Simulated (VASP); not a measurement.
# Rh (P6_3/mmc) in VASP: further runs

Rh is run at these levels: PBEsol; tasks: single point.

Everything below comes from runs of VASP 6.6.1. Logs are shortened: lines on timing, memory, paths and dates and some standing lists are left out, and cuts for length are marked.

## (1) The cell of the first run

It takes space group P6_3/mmc (No. 194, hexagonal). Conventional cell: a = 2.474 Å, b = 2.474 Å, c = 3.983 Å, α = 90.00°, β = 90.00°, γ = 120.00°. Rh (site symmetry -6m2) has 12 Rh at 2.45 to 2.47 Å within 3.2 Å.

This isn't the form of Rh at room conditions, which is fcc.

## (2) Single point, PBEsol (strain -0.080 along x and y, -0.080 along z)

INCAR reads:

```
PREC = Accurate ; ENCUT = 520
EDIFF = 1E-6 ; ISMEAR = 0
SIGMA = 0.15 ; LREAL = F
LASPH = T ; NELM = 100
ALGO = Fast ; ISIF = 2
LWAVE = F ; LCHARG = F
GGA = PS ; NBANDS = 22
```

KPOINTS reads:

```
Automatic mesh
0
Gamma
  24 24 14
```

POSCAR reads:

```
Rh
1.0
    2.4736371980      0.0000000000      0.0000000000
   -1.2368185990      2.1422326532      0.0000000000
    0.0000000000      0.0000000000      3.9826986242
Rh
2
Direct
    0.6666666667      0.3333333333      0.7500000000
    0.3333333333      0.6666666667      0.2500000000
```

Potentials or basis: VASP PAW PBE potentials, release 64 (Rh_pv).

Command:

```bash
$ cat potpaw_PBE.64/Rh_pv/POTCAR > POTCAR
$ mpirun -np 1 vasp_std > vasp.out
```

OUTCAR:

```text
PREC = Accurate
   ENCUT = 520
   EDIFF = 1E-6
   ISMEAR = 0
   LREAL = F
   LASPH = T
   NELM = 100
   ISIF = 2
   GGA = PS

 ion  position               nearest neighbor table
   1  0.667  0.333  0.750-   2 2.45   2 2.45   2 2.45   2 2.45   2 2.45   2 2.45
   2  0.333  0.667  0.250-   1 2.45   1 2.45   1 2.45   1 2.45   1 2.45   1 2.45

  LATTYP: Found a hexagonal cell.
 ALAT       =     2.4736371980
 C/A-ratio  =     1.6100577026

  Lattice vectors:

 A1 = (   2.4736371980,   0.0000000000,   0.0000000000)
 A2 = (  -1.2368185990,   2.1422326532,   0.0000000000)
 A3 = (   0.0000000000,   0.0000000000,   3.9826986242)

Analysis of symmetry for initial positions (statically):
=====================================================================
 Subroutine PRICEL returns:
 Original cell was already a primitive cell.

 Routine SETGRP: Setting up the symmetry group for a
 hexagonal supercell.

 Subroutine GETGRP returns: Found 24 space group operations
 (whereof 12 operations were pure point group operations)
 out of a pool of 24 trial point group operations.

The static configuration has the point symmetry D_3d.
 The point group associated with its full space group is D_6h.

Analysis of symmetry for dynamics (positions and initial velocities):
=====================================================================
 Subroutine PRICEL returns:
 Original cell was already a primitive cell.

 Routine SETGRP: Setting up the symmetry group for a
 hexagonal supercell.

 Subroutine GETGRP returns: Found 24 space group operations
 (whereof 12 operations were pure point group operations)
 out of a pool of 24 trial point group operations.

The dynamic configuration has the point symmetry D_3d.
 The point group associated with its full space group is D_6h.

 Subroutine INISYM returns: Found 24 space group operations
 (whereof 12 operations are pure point group operations),
 and found     1 'primitive' translations

----------------------------------------------------------------------------------------

                                     Primitive cell

  volume of cell :      21.1047

  direct lattice vectors                    reciprocal lattice vectors
     2.473637198  0.000000000  0.000000000     0.404263002  0.233401353  0.000000000
    -1.236818599  2.142232653  0.000000000     0.000000000  0.466802706  0.000000000
     0.000000000  0.000000000  3.982698624     0.000000000  0.000000000  0.251086033

  length of vectors
     2.473637198  2.473637198  3.982698624     0.466802706  0.466802706  0.251086033

  position of ions in fractional coordinates (direct lattice)
     0.666666667  0.333333333  0.750000000
     0.333333333  0.666666667  0.250000000

  ion indices of the primitive-cell ions
   primitive index   ion index
                 1           1
                 2           2

----------------------------------------------------------------------------------------

 KPOINTS: Automatic mesh

Automatic generation of k-mesh.
 Grid dimensions read from file:
 generate k-points for:   24   24   14

 Generating k-lattice:

  Cartesian coordinates                     Fractional coordinates (reciprocal lattice)
     0.016844292  0.009725056  0.000000000     0.041666667  0.000000000  0.000000000
     0.000000000  0.019450113  0.000000000     0.000000000  0.041666667  0.000000000
     0.000000000  0.000000000  0.017934717     0.000000000  0.000000000  0.071428571

  Length of vectors
     0.019450113  0.019450113  0.017934717

  Shift w.r.t. Gamma in fractional coordinates (k-lattice)
     0.000000000  0.000000000  0.000000000

 Subroutine IBZKPT returns following result:
 ===========================================

 Found    488 irreducible k-points:

 Following reciprocal coordinates:
            Coordinates               Weight
  0.000000  0.000000  0.000000      1.000000
  0.041667  0.000000  0.000000      6.000000
  0.083333  0.000000  0.000000      6.000000
  0.125000  0.000000  0.000000      6.000000
  0.166667  0.000000  0.000000      6.000000
  0.208333  0.000000  0.000000      6.000000
[... 16 lines left out ...]
  0.416667  0.041667  0.000000     12.000000
  0.458333  0.041667  0.000000     12.000000
 [... further k-points ...]
   k-points           NKPTS =    488   k-points in BZ     NKDIM =    488   number of bands    NBANDS=     22
   number of dos      NEDOS =    301   number of ions     NIONS =      2
   total plane-waves  NPLWV =   9720
   dimension x,y,z NGX =    18 NGY =   18 NGZ =   30
   dimension x,y,z NGXF=    36 NGYF=   36 NGZF=   60
   ions per type =               2
   NGX,Y,Z   is equivalent  to a cutoff of  12.10, 12.10, 12.52 a.u.
   NGXF,Y,Z  is equivalent  to a cutoff of  24.19, 24.19, 25.05 a.u.
 SYSTEM =  unknown system
   PREC   = accura    normal or accurate (medium, high low for compatibility)
   ISTART =      0    job   : 0-new  1-cont  2-samecut
   ICHARG =      2    charge: 1-file 2-atom 10-const
   ISPIN  =      1    spin polarized calculation?
   LNONCOLLINEAR =      F non collinear calculations
   LSORBIT =      F    spin-orbit coupling
   LASPH  =      T    aspherical Exc in radial PAW
   ENCUT  =  520.0 eV  38.22 Ry    6.18 a.u.   4.60  4.60  7.41*2*pi/ulx,y,z
   NELM   =    100;   NELMIN=  2; NELMDL= -5     # of ELM steps
   EDIFF  = 0.1E-05   stopping-criterion for ELM
   LREAL  =      F    real-space projection
   EDIFFG = 0.1E-04   stopping-criterion for IOM
   NSW    =      0    number of steps for IOM
   IBRION =     -1    ionic relax: 0-MD 1-quasi-New 2-CG
   NFREE  =      0    steps in history (QN), initial steepest desc. (CG)
   ISIF   =      2    stress and relaxation
   ISYM   =      2    0-nonsym 1-usesym 2-fastsym
   POTIM  = 0.5000    time-step for ionic-motion
   TEBEG  =    0.0;   TEEND  =   0.0 temperature during run
   PSTRESS=    0.0 pullay stress
   NELECT =      30.0000    total number of electrons
   NUPDOWN=      -1.0000    fix difference up-down
   EMIN   =  10.00;   EMAX   =-10.00  energy-range for DOS
   EFERMI =   0.00;   METHOD = LEGACY
   ISMEAR =     0;   SIGMA  =   0.15  broadening in eV -4-tet -1-fermi 0-gaus
   EFERMI_NEDOS =   21; number of points for ismear=-14 and -15
   IALGO  =     68    algorithm
   IMIX   =      4    mixing-type and parameters
     AMIX     =   0.40;   BMIX     =  1.00
     AMIX_MAG =   1.60;   BMIX_MAG =  1.00
  volume/ion in A,a.u.               =      10.55        71.21
  Fermi-wavevector in a.u.,A,eV,Ry     =   1.840723  3.478463 46.100117  3.388263
  Thomas-Fermi vector in A             =   2.892998
   LORBIT       =      0    0 simple, 1 ext, 2 COOP (PROOUT), +10 PAW based schemes
   GGA     = PS    functional components
   LHFCALC =     F    Hartree Fock is set to
   AEXX    =    0.0000 exact exchange contribution
   IVDW    =     0    specifies the selected vdW correction
   LEPSILON=     F    determine dielectric tensor
   LRPA    =     F    only Hartree local field effects (RPA)
 non-spin polarized calculation
 RMM-DIIS sequential band-by-band and
 Gauss-broadening in eV      SIGMA  =   0.15
  energy-cutoff  :      520.00
  volume of cell :       21.10
 maximum number of plane-waves:       582
   NGX =  9   NGY =  9   NGZ = 15

 number of electron      29.9999988 magnetization

 Free energy of the ion-electron system (eV)
  ---------------------------------------------------
  ext. energy  EPLUGINS =         0.00000000
  ---------------------------------------------------
  free energy    TOTEN  =       -14.19878339 eV

  energy without entropy =      -14.17519304  energy(sigma->0) =      -14.18698822

 E-fermi :  17.4861     XC(G=0): -15.9870

 val. band max:       17.4842125347   @ k =   0.3333   0.0000   0.3571
 cond. band min:      17.4866698314   @ k =   0.3750   0.0417   0.0714
 fundamental gap:      0.0024572966
 Fermi energy:        17.4860790515

 k-point     1 :       0.0000    0.0000    0.0000
  band No.  band energies     occupation
      1     -31.2714      2.00000
      2     -29.6984      2.00000
      3     -29.6984      2.00000
      4     -29.4466      2.00000
      5     -29.4466      2.00000
      6     -29.4390      2.00000
[... 14 lines left out ...]
     21      35.4329      0.00000
     22      36.6076      0.00000

 k-point     2 :       0.0417    0.0000    0.0000
  band No.  band energies     occupation
      1     -31.2616      2.00000
      2     -29.7214      2.00000
      3     -29.7058      2.00000
      4     -29.4705      2.00000
      5     -29.4497      2.00000
      6     -29.4430      2.00000
[... 14 lines left out ...]
     21      35.5371      0.00000
     22      36.7437      0.00000

 k-point     3 :       0.0833    0.0000    0.0000
  band No.  band energies     occupation
      1     -31.2325      2.00000
      2     -29.7889      2.00000
      3     -29.7275      2.00000
      4     -29.5399      2.00000
      5     -29.4591      2.00000
      6     -29.4551      2.00000
[... 14 lines left out ...]
     21      35.8311      0.00000
     22      37.1355      0.00000

 k-point     4 :       0.1250    0.0000    0.0000
  band No.  band energies     occupation
      1     -31.1851      2.00000
      2     -29.8960      2.00000
      3     -29.7613      2.00000
      4     -29.6489      2.00000
      5     -29.4753      2.00000
      6     -29.4746      2.00000
[... 14 lines left out ...]
     21      36.2372      0.00000
     22      37.7019      0.00000

 k-point     5 :       0.1667    0.0000    0.0000
  band No.  band energies     occupation
      1     -31.1210      2.00000
      2     -30.0353      2.00000
      3     -29.8044      2.00000
      4     -29.7883      2.00000
      5     -29.5040      2.00000
      6     -29.4956      2.00000
[... 14 lines left out ...]
     21      36.4567      0.00000
     22      38.1849      0.00000

 k-point     6 :       0.2083    0.0000    0.0000
  band No.  band energies     occupation
      1     -31.0425      2.00000
      2     -30.1969      2.00000
      3     -29.9469      2.00000
      4     -29.8532      2.00000
      5     -29.5411      2.00000
      6     -29.5209      2.00000
[... 14 lines left out ...]
     21      35.9290      0.00000
     22      38.2799      0.00000

 k-point     7 :       0.2500    0.0000    0.0000
  band No.  band energies     occupation
      1     -30.9525      2.00000
      2     -30.3696      2.00000
      3     -30.1131      2.00000
      4     -29.9044      2.00000
      5     -29.5865      2.00000
      6     -29.5488      2.00000
[... 324 lines left out ...]
      6     -29.6046      2.00000
[... 14 lines left out ...]
     21      33.9597      0.00000
     22      34.9902      0.00000

 k-point    21 :       0.3333    0.0417    0.0000
  band No.  band energies     occupation
      1     -30.7673      2.00000
      2     -30.6974      2.00000
      3     -30.4917      2.00000
      4     -30.0289      2.00000
      5     -29.7340      2.00000
      6     -29.6310      2.00000
[... 14 lines left out ...]
     21      33.3302      0.00000
     22      33.8811      0.00000

 k-point    22 :       0.3750    0.0417    0.0000
  band No.  band energies     occupation
      1     -30.8867      2.00000
      2     -30.6028      2.00000
      3     -30.5981      2.00000
      4     -30.0658      2.00000
      5     -29.7967      2.00000
      6     -29.6527      2.00000
[... 14 lines left out ...]
     21      32.8333      0.00000
     22      32.9230      0.00000

 k-point    23 :       0.4167    0.0417    0.0000
  band No.  band energies     occupation
      1     -30.9706      2.00000
      2     -30.6726      2.00000
      3     -30.5248      2.00000
      4     -30.0915      2.00000
      5     -29.8522      2.00000
      6     -29.6682      2.00000
[... 14 lines left out ...]
     21      32.2040      0.00000
     22      32.4679      0.00000

 k-point    24 :       0.4583    0.0417    0.0000
  band No.  band energies     occupation
      1     -31.0139      2.00000
      2     -30.7110      2.00000
      3     -30.4784      2.00000
      4     -30.1047      2.00000
      5     -29.8868      2.00000
      6     -29.6762      2.00000
[... 14 lines left out ...]
     21      31.8130      0.00000
     22      32.2495      0.00000

 [... further k-points ...]

------------------------ aborting loop because EDIFF is reached ----------------------------------------

  FORCE on cell =-STRESS in cart. coord.  units (eV):
  Direction    XX          YY          ZZ          XY          YZ          ZX
  --------------------------------------------------------------------------------------
  -------------------------------------------------------------------------------------
  Total       17.8443844     17.8443844     18.6448054      0.0000000     -0.0000000      0.0000000
  in kB     1354.6654997   1354.6654997   1415.4298703      0.0000000     -0.0000000      0.0000000
  external PRESSURE =    1374.9202899 kB  Pullay stress =       0.0000000 kB

 VOLUME and BASIS-vectors are now :
 -----------------------------------------------------------------------------
  energy-cutoff  :      520.00
  volume of cell :       21.10
      direct lattice vectors                 reciprocal lattice vectors
     2.473637198  0.000000000  0.000000000     0.404263002  0.233401353  0.000000000
    -1.236818599  2.142232653  0.000000000     0.000000000  0.466802706  0.000000000
     0.000000000  0.000000000  3.982698624     0.000000000  0.000000000  0.251086033

 POSITION                                       TOTAL-FORCE (eV/Angst)
 -----------------------------------------------------------------------------------
      1.23682      0.71408      2.98702        -0.000000      0.000000      0.000000
     -0.00000      1.42816      0.99567         0.000000     -0.000000      0.000000
 -----------------------------------------------------------------------------------
    total drift:                               -0.000000      0.000000     -0.000000

  FREE ENERGIE OF THE ION-ELECTRON SYSTEM (eV)
  ---------------------------------------------------
  free  energy   TOTEN  =       -14.1987833938 eV

  energy  without entropy=      -14.1751930398  energy(sigma->0) =      -14.18698822
```

Run time: 2.3 min. Hardware: 1 thread of Intel Xeon Platinum 8375C at 2.90GHz (Ice Lake), shared host; peak memory 0.27 GiB.

What came out:

| Property | Result |
| --- | --- |
| Free energy | -14.1988 eV |
| Pressure | 137.5 GPa |
| Band gap on the k mesh | zero (bands 15 and 16 overlap by 3.72 eV) |

Caveat: the cell differs from its parent crystal (strain -0.080 along x and y, -0.080 along z); the cell stands under pressure; the PAW data sets were made with another functional, which shifts forces and pressure a little.

## (3) Single point, PBEsol (strain -0.080 along x and y, -0.040 along z)

INCAR reads:

```
SYSTEM = Rh
PREC     = Accurate       ! precision mode
ENCUT    = 520            ! plane-wave cutoff, eV
EDIFF    = 1E-6           ! SCF threshold, eV
ISMEAR   = 0              ! smearing method
SIGMA    = 0.15           ! smearing width, eV
LREAL    = .FALSE.        ! projectors in reciprocal space
LASPH    = .TRUE.         ! aspherical terms in the spheres
NELM     = 60             ! most SCF steps
ALGO     = Fast           ! electronic algorithm
ISIF     = 2              ! what is computed and relaxed
LWAVE    = .FALSE.        ! write WAVECAR
LCHARG   = .TRUE.         ! write CHGCAR
GGA      = PS             ! functional
LELF     = .TRUE.         ! ELF
LVHAR    = .TRUE.       
NBANDS   = 22             ! bands
```

KPOINTS reads:

```
Automatic mesh
0
G
  24 24 14
  0 0 0
```

POSCAR: that of step 2 with these lines changed.

```diff
@@ -4,3 +4,3 @@
    -1.2368185990      2.1422326532      0.0000000000
-    0.0000000000      0.0000000000      3.9826986242
+    0.0000000000      0.0000000000      4.1558594340
 Rh
```

Potentials or basis: VASP PAW PBE potentials, release 64 (Rh_pv).

Command:

```bash
$ cat potpaw_PBE.64/Rh_pv/POTCAR > POTCAR
$ mpirun -np 1 vasp_std > vasp.out
```

Run time: 2.1 min. Hardware: 1 thread of Intel Xeon Platinum 8375C at 2.90GHz (Ice Lake), shared host; peak memory 0.28 GiB.

Results (log left out):

* Free energy: -14.8469 eV
* Pressure: 103.2 GPa
* Band gap on the k mesh: zero (bands 15 and 16 overlap by 3.70 eV)

Stress tensor (GPa, compression positive):
```
111.11   0.00   0.00
  0.00 111.11   0.00
  0.00   0.00  87.28
```

Levels at points of the mesh, in eV from the Fermi level:
```
           k point  band 11  band 12  band 13  band 14  band 15  band 16  band 17  band 18  band 19  band 20
(0.00, 0.00, 0.00)    -4.28    -3.62    -3.62    -2.32    -2.32     0.06     0.25     0.25    10.54    15.77
(0.50, 0.00, 0.00)    -4.03    -3.27    -2.76     0.83     0.96     1.33     4.04     6.64    12.28    12.29
(0.00, 0.00, 0.50)    -4.33    -4.33    -4.33    -4.33    -0.53    -0.53    -0.53    -0.53    15.08    15.08
(0.50, 0.00, 0.50)    -2.20    -2.20    -0.47    -0.47     1.17     1.17     3.23     3.23    11.89    11.89
```

Caveat: the cell differs from its parent crystal (strain -0.080 along x and y, -0.040 along z); the cell stands under pressure; the PAW data sets were made with another functional, which shifts forces and pressure a little.
